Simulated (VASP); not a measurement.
# Be24Cl in VASP: a series of runs, part 3 of 3

VASP 6.6.1. Earlier steps stand in the parts before.

### Step 5. Single point, LDA

INCAR reads:

```
SYSTEM = Be24Cl
PREC     = Accurate       ! precision mode
ENCUT    = 520            ! plane-wave cutoff, eV
EDIFF    = 1E-6           ! SCF threshold, eV
ISMEAR   = 0              ! smearing method
SIGMA    = 0.1            ! smearing width, eV
LREAL    = Auto         
LASPH    = .True.         ! aspherical terms in the spheres
NELM     = 60             ! most SCF steps
ALGO     = Normal         ! electronic algorithm
ISIF     = 2              ! what is computed and relaxed
LWAVE    = .False.        ! write WAVECAR
LCHARG   = .False.        ! write CHGCAR
LDIPOL   = .True.       
IDIPOL   = 3            
DIPOL    = 0.5 0.5 0.321
GGA      = CA             ! functional
NBANDS   = 46             ! bands
```

KPOINTS reads:

```
Automatic mesh
0
Gamma
  6 4 1
  0 0 0
```

POSCAR reads:

```
Be24Cl
1.0
    4.4524297778      0.0000000000      0.0000000000
    0.0000000000      7.0331519559      0.0000000000
    0.0000000000      0.0000000000     19.7998741415
Be Cl
24 1
Direct
    0.0000000000      0.3750000000      0.2020214862
    0.0000000000      0.8750000000      0.2020214862
    0.5000000000      0.3750000000      0.2020214862
    0.5000000000      0.8750000000      0.2020214862
    0.2500000000      0.1250000000      0.2344789088
    0.2500000000      0.6250000000      0.2344789088
    0.7500000000      0.1250000000      0.2344789088
    0.7500000000      0.6250000000      0.2344789088
    0.2500000000      0.3750000000      0.2993937541
    0.2500000000      0.8750000000      0.2993937541
    0.7500000000      0.3750000000      0.2993937541
    0.7500000000      0.8750000000      0.2993937541
    0.0000000000      0.1250000000      0.3261495625
    0.0000000000      0.6250000000      0.3261495625
    0.5000000000      0.1250000000      0.3261495625
    0.5000000000      0.6250000000      0.3261495625
    0.0000000000      0.3750000000      0.3969669015
    0.0000000000      0.8750000000      0.3969669015
    0.5000000000      0.3750000000      0.3969669015
    0.5000000000      0.8750000000      0.3969669015
    0.2500000000      0.1250000000      0.4191882273
    0.2500000000      0.6250000000      0.4191882273
    0.7500000000      0.1250000000      0.4191882273
    0.7500000000      0.6250000000      0.4191882273
    0.3333333333      0.1875000000      0.5137739727
```

Potentials or basis: VASP PAW LDA potentials, release 64 (Be, Cl).

The run is started by

```
$ cat potpaw_LDA.64/Be/POTCAR potpaw_LDA.64/Cl/POTCAR > POTCAR
$ mpirun -np 1 vasp_std > vasp.out
```

OUTCAR:

```text
SYSTEM = Be24Cl
   PREC = Accurate
   ENCUT = 520
   EDIFF = 1E-6
   ISMEAR = 0
   LREAL = Auto
   LASPH = .True.
   NELM = 60
   ISIF = 2
   GGA = CA

 ion  position               nearest neighbor table
   1  0.000  0.375  0.202-   5 2.18   6 2.18   7 2.18   8 2.18   3 2.23   3 2.23  11 2.23   9 2.23

   2  0.000  0.875  0.202-   5 2.18   6 2.18   7 2.18   8 2.18   4 2.23   4 2.23  12 2.23  10 2.23

   3  0.500  0.375  0.202-   5 2.18   6 2.18   7 2.18   8 2.18   1 2.23   1 2.23  11 2.23   9 2.23
[... 39 lines left out ...]
  23  0.750  0.125  0.419-  17 2.13  18 2.13  19 2.13  20 2.13  13 2.15  15 2.15  21 2.23  21 2.23

  24  0.750  0.625  0.419-  17 2.13  18 2.13  19 2.13  20 2.13  14 2.15  16 2.15  22 2.23  22 2.23

  25  0.333  0.188  0.514-  21 1.96

  LATTYP: Found a simple orthorhombic cell.
 ALAT       =     4.4524297778
 B/A-ratio  =     1.5796210849
 C/A-ratio  =     4.4469817896

  Lattice vectors:

 A1 = (   4.4524297778,   0.0000000000,   0.0000000000)
 A2 = (   0.0000000000,   7.0331519559,   0.0000000000)
 A3 = (   0.0000000000,   0.0000000000,  19.7998741415)

Analysis of symmetry for initial positions (statically):
=====================================================================
 Subroutine PRICEL returns:
 Original cell was already a primitive cell.

 Routine SETGRP: Setting up the symmetry group for a
 simple orthorhombic supercell.

 Subroutine GETGRP returns: Found  1 space group operations
 (whereof  1 operations were pure point group operations)
 out of a pool of  8 trial point group operations.

The static configuration has the point symmetry C_1 .

Analysis of symmetry for dynamics (positions and initial velocities):
=====================================================================
 Subroutine PRICEL returns:
 Original cell was already a primitive cell.

 Routine SETGRP: Setting up the symmetry group for a
 simple orthorhombic supercell.

 Subroutine GETGRP returns: Found  1 space group operations
 (whereof  1 operations were pure point group operations)
 out of a pool of  8 trial point group operations.

The dynamic configuration has the point symmetry C_1 .

 Subroutine INISYM returns: Found  1 space group operations
 (whereof  1 operations are pure point group operations),
 and found     1 'primitive' translations

----------------------------------------------------------------------------------------

                                     Primitive cell

  volume of cell :     620.0254

  direct lattice vectors                    reciprocal lattice vectors
     4.452429778  0.000000000  0.000000000     0.224596468  0.000000000  0.000000000
     0.000000000  7.033151956  0.000000000     0.000000000  0.142183761  0.000000000
     0.000000000  0.000000000 19.799874141     0.000000000  0.000000000  0.050505372

  length of vectors
     4.452429778  7.033151956 19.799874141     0.224596468  0.142183761  0.050505372

  position of ions in fractional coordinates (direct lattice)
     0.000000000  0.375000000  0.202021486
     0.000000000  0.875000000  0.202021486
     0.500000000  0.375000000  0.202021486
     0.500000000  0.875000000  0.202021486
     0.250000000  0.125000000  0.234478909
     0.250000000  0.625000000  0.234478909
[... 92 lines left out ...]
   total plane-waves  NPLWV = 291600
   dimension x,y,z NGX =    36 NGY =   54 NGZ =  150
   dimension x,y,z NGXF=    72 NGYF=  108 NGZF=  300
   ions per type =              24   1
   NGX,Y,Z   is equivalent  to a cutoff of  13.44, 12.76, 12.59 a.u.
   NGXF,Y,Z  is equivalent  to a cutoff of  26.88, 25.53, 25.19 a.u.
 SYSTEM =  Be24Cl
   PREC   = accura    normal or accurate (medium, high low for compatibility)
   ISTART =      0    job   : 0-new  1-cont  2-samecut
   ICHARG =      2    charge: 1-file 2-atom 10-const
   ISPIN  =      1    spin polarized calculation?
   LNONCOLLINEAR =      F non collinear calculations
   LSORBIT =      F    spin-orbit coupling
   LASPH  =      T    aspherical Exc in radial PAW
   ENCUT  =  520.0 eV  38.22 Ry    6.18 a.u.   8.28 13.08 36.81*2*pi/ulx,y,z
   NELM   =     60;   NELMIN=  2; NELMDL= -5     # of ELM steps
   EDIFF  = 0.1E-05   stopping-criterion for ELM
   LREAL  =      T    real-space projection
   EDIFFG = 0.1E-04   stopping-criterion for IOM
   NSW    =      0    number of steps for IOM
   IBRION =     -1    ionic relax: 0-MD 1-quasi-New 2-CG
   NFREE  =      0    steps in history (QN), initial steepest desc. (CG)
   ISIF   =      2    stress and relaxation
   ISYM   =      2    0-nonsym 1-usesym 2-fastsym
   POTIM  = 0.5000    time-step for ionic-motion
   TEBEG  =    0.0;   TEEND  =   0.0 temperature during run
   PSTRESS=    0.0 pullay stress
   NELECT =      55.0000    total number of electrons
   NUPDOWN=      -1.0000    fix difference up-down
   EMIN   =  10.00;   EMAX   =-10.00  energy-range for DOS
   EFERMI =   0.00;   METHOD = LEGACY
   ISMEAR =     0;   SIGMA  =   0.10  broadening in eV -4-tet -1-fermi 0-gaus
   EFERMI_NEDOS =   21; number of points for ismear=-14 and -15
   IALGO  =     38    algorithm
   IMIX   =      4    mixing-type and parameters
     AMIX     =   0.40;   BMIX     =  1.00
     AMIX_MAG =   1.60;   BMIX_MAG =  1.00
  volume/ion in A,a.u.               =      24.80       167.37
  Fermi-wavevector in a.u.,A,eV,Ry     =   0.730117  1.379721  7.252872  0.533071
  Thomas-Fermi vector in A             =   1.822008
   LORBIT       =      0    0 simple, 1 ext, 2 COOP (PROOUT), +10 PAW based schemes
   GGA     = CA    functional components
   LHFCALC =     F    Hartree Fock is set to
   AEXX    =    0.0000 exact exchange contribution
   IVDW    =     0    specifies the selected vdW correction
   LEPSILON=     F    determine dielectric tensor
   LRPA    =     F    only Hartree local field effects (RPA)
 non-spin polarized calculation
 Gauss-broadening in eV      SIGMA  =   0.10
  energy-cutoff  :      520.00
  volume of cell :      620.03
 maximum number of plane-waves:     16734
 NGX is ok and might be reduce to    36
   NGX = 17   NGY = 27   NGZ = 73

 dipolmoment           0.000000      0.000000     -0.046166 electrons x Angstroem

 number of electron      54.9999999 magnetization

 dipolmoment           0.000000      0.000000      0.202610 electrons x Angstroem

 Free energy of the ion-electron system (eV)
  ---------------------------------------------------
  ext. energy  EPLUGINS =         0.00000000
  ---------------------------------------------------
  free energy    TOTEN  =       -96.57026950 eV

  energy without entropy =      -96.54721969  energy(sigma->0) =      -96.55874460

 E-fermi :  -1.3328     XC(G=0):  -4.4773

 val. band max:       -1.3504507156   @ k =   0.5000   0.2500   0.0000
 cond. band min:      -1.2985678290   @ k =   0.0000   0.0000   0.0000
 fundamental gap:      0.0518828866
 Fermi energy:        -1.3327584151

 k-point     1 :       0.0000    0.0000    0.0000
  band No.  band energies     occupation
      1     -16.4598      2.00000
      2     -11.6463      2.00000
      3      -9.5676      2.00000
      4      -9.5202      2.00000
      5      -9.5003      2.00000
      6      -7.4982      2.00000
[... 577 lines left out ...]
     38       3.3687      0.00000
     39       3.4738      0.00000
 [bands above 39 left out]

------------------------ aborting loop because EDIFF is reached ----------------------------------------

 vacuum level on the upper side and lower side of the slab       (xc-potential included)         0.539        -0.575

  FORCE on cell =-STRESS in cart. coord.  units (eV):
  Direction    XX          YY          ZZ          XY          YZ          ZX
  --------------------------------------------------------------------------------------
  -------------------------------------------------------------------------------------
  Total        1.9562078     -4.3004847     -0.6434860      0.0110044     -0.7221225      0.6902376
  in kB        5.0549407    -11.1126717     -1.6628007      0.0284360     -1.8660014      1.7836092
  external PRESSURE =      -2.5735106 kB  Pullay stress =       0.0000000 kB

 VOLUME and BASIS-vectors are now :
 -----------------------------------------------------------------------------
  energy-cutoff  :      520.00
  volume of cell :      620.03
      direct lattice vectors                 reciprocal lattice vectors
     4.452429778  0.000000000  0.000000000     0.224596468  0.000000000  0.000000000
     0.000000000  7.033151956  0.000000000     0.000000000  0.142183761  0.000000000
     0.000000000  0.000000000 19.799874141     0.000000000  0.000000000  0.050505372

 POSITION                                       TOTAL-FORCE (eV/Angst)
 -----------------------------------------------------------------------------------
      0.00000      2.63743      4.00000         0.016133     -0.025590      0.563143
      0.00000      6.15401      4.00000        -0.023410      0.001972      0.551289
      2.22621      2.63743      4.00000        -0.012077      0.064158      0.586963
      2.22621      6.15401      4.00000         0.023780     -0.128204      0.569801
      1.11311      0.87914      4.64265        -0.027864      0.028794     -0.595058
      1.11311      4.39572      4.64265         0.005573     -0.030371     -0.708439
[... 17 lines left out ...]
      3.33932      4.39572      8.29987         0.037203     -0.058317      0.083363
      1.48414      1.31872     10.17266         0.370709     -0.218875      0.002595
 -----------------------------------------------------------------------------------
    total drift:                                0.000008      0.003689     -0.001922

  FREE ENERGIE OF THE ION-ELECTRON SYSTEM (eV)
  ---------------------------------------------------
  free  energy   TOTEN  =       -96.5702695046 eV

  energy  without entropy=      -96.5472196895  energy(sigma->0) =      -96.55874460

 vacuum level on the upper side and lower side of the slab         4.323         3.158
```

Run time: 17 min. Hardware: 1 thread of Intel Xeon Platinum 8488C (Sapphire Rapids), shared host; peak memory 0.61 GiB.

Results:

- Free energy: -96.5703 eV
- Largest force: 0.802 eV/Å
- Band gap on the k mesh: zero (an odd number of electrons rules out a gap without spin polarisation)

Forces on the atoms (eV/Å):
```
Be   0.016 -0.026  0.563
Be  -0.023  0.002  0.551
Be  -0.012  0.064  0.587
Be   0.024 -0.128  0.570
Be  -0.028  0.029 -0.595
Be   0.006 -0.030 -0.708
Be   0.025  0.029 -0.574
Be  -0.013  0.079 -0.798
Be  -0.058  0.029  0.121
Be  -0.019 -0.093  0.017
Be   0.047  0.121 -0.089
Be   0.026 -0.073 -0.018
Be   0.101  0.022  0.263
Be  -0.100  0.033  0.004
Be  -0.032  0.007  0.402
Be   0.081  0.077 -0.076
Be  -0.287  0.374 -0.401
Be  -0.092 -0.231 -0.251
Be   0.194  0.375 -0.174
Be   0.047 -0.335 -0.351
Be  -0.030 -0.161  0.639
Be  -0.020  0.140 -0.028
Be  -0.260 -0.027  0.259
Be   0.037 -0.058  0.083
Cl   0.371 -0.219  0.003
```

### Step 6. Single point, LDA

INCAR reads:

```
ALGO     = Normal         # electronic algorithm
DIPOL    = 0.5 0.5 0.321
EDIFF    = 1E-7           # SCF threshold, eV
ENCUT    = 520            # plane-wave cutoff, eV
IDIPOL   = 3            
ISIF     = 2              # what is computed and relaxed
ISMEAR   = 0              # smearing method
LASPH    = T              # aspherical terms in the spheres
LCHARG   = F              # write CHGCAR
LDIPOL   = T            
LREAL    = Auto         
LWAVE    = F              # write WAVECAR
NBANDS   = 46             # bands
NELM     = 100            # most SCF steps
PREC     = Accurate       # precision mode
SIGMA    = 0.1            # smearing width, eV
```

KPOINTS reads:

```
k-points
0
Gamma
  6 4 1
```

Edit POSCAR of step 5 so:

```diff
@@ -32,2 +32,2 @@
     0.7500000000      0.6250000000      0.4191882273
-    0.3333333333      0.1875000000      0.5137739727
+    0.3333333333      0.3125000000      0.5019752692
```

Potentials or basis: VASP PAW LDA potentials, release 64 (Be, Cl).

The run is started by

```
$ cat potpaw_LDA.64/Be/POTCAR potpaw_LDA.64/Cl/POTCAR > POTCAR
$ mpirun -np 1 vasp_std > vasp.out
```

Run time: 18 min. Hardware: 1 thread of Intel Xeon Platinum 8488C (Sapphire Rapids), shared host; peak memory 0.63 GiB.

Results (log left out):

```
Free energy            : -96.1538 eV
Largest force          : 0.877 eV/Å
Band gap on the k mesh : zero (an odd number of electrons rules out a gap without spin polarisation)
```

Forces in eV/Å, atoms in the order of the input:
```
Be   0.067 -0.015  0.541
Be  -0.121 -0.046  0.566
Be  -0.061  0.003  0.573
Be   0.112 -0.113  0.509
Be  -0.013  0.091 -0.669
Be  -0.013 -0.102 -0.552
Be  -0.002  0.054 -0.696
Be  -0.005  0.163 -0.811
Be  -0.110  0.004  0.282
Be  -0.009 -0.101  0.069
Be   0.090  0.085 -0.206
Be   0.049 -0.007  0.212
Be   0.127  0.082  0.153
Be  -0.053  0.009 -0.025
Be  -0.037  0.057  0.348
Be   0.060  0.038  0.139
Be  -0.654  0.296 -0.503
Be  -0.050 -0.047 -0.011
Be   0.510  0.200  0.165
Be  -0.003 -0.051 -0.088
Be   0.026 -0.248  0.576
Be  -0.106  0.509 -0.066
Be   0.073 -0.200 -0.308
Be   0.218  0.003 -0.218
Cl  -0.096 -0.664  0.018
```

Levels at points of the mesh, in eV from the Fermi level:
| k point | band 23 | band 24 | band 25 | band 26 | band 27 | band 28 | band 29 | band 30 | band 31 | band 32 |
| --- | --- | --- | --- | --- | --- | --- | --- | --- | --- | --- |
| (0.00, 0.00, 0.00) | -2.53 | -2.46 | -1.33 | -1.09 | -0.20 | 0.15 | 0.31 | 0.68 | 1.17 | 1.82 |
| (0.50, 0.00, 0.00) | -1.55 | -1.39 | -0.70 | -0.01 | 0.62 | 0.62 | 1.19 | 1.36 | 1.38 | 1.45 |
| (0.00, 0.50, 0.00) | -2.18 | -1.62 | -1.23 | -1.04 | -1.00 | -0.47 | 0.13 | 0.35 | 1.21 | 1.87 |
| (0.50, 0.50, 0.00) | -1.84 | -1.55 | -0.63 | -0.45 | -0.06 | 0.23 | 0.36 | 0.38 | 0.55 | 1.39 |

### Step 7. The runs side by side

| cell | gap on the mesh (eV) | largest force (eV/Å) |
| --- | --- | --- |
| as given, atomic positions A | none | 0.83 |
| as given, atomic positions B | none | 0.81 |
| as given, atomic positions C | none | 1.01 |
| as given, atomic positions D | none | 0.80 |
| as given, atomic positions E | none | 0.88 |

Alike in all rows: task single point; level LDA; potentials or basis VASP PAW LDA potentials, release 64 (Be, Cl); no spin polarisation; k mesh 6 × 4 × 1; cutoff (eV) 520; smearing gaussian 0.1 eV.

Total energies depend on the potentials used, so only differences within one code and one set of settings carry meaning.

The gap in the log of VASP goes by the Fermi energy; the results here count the filled bands.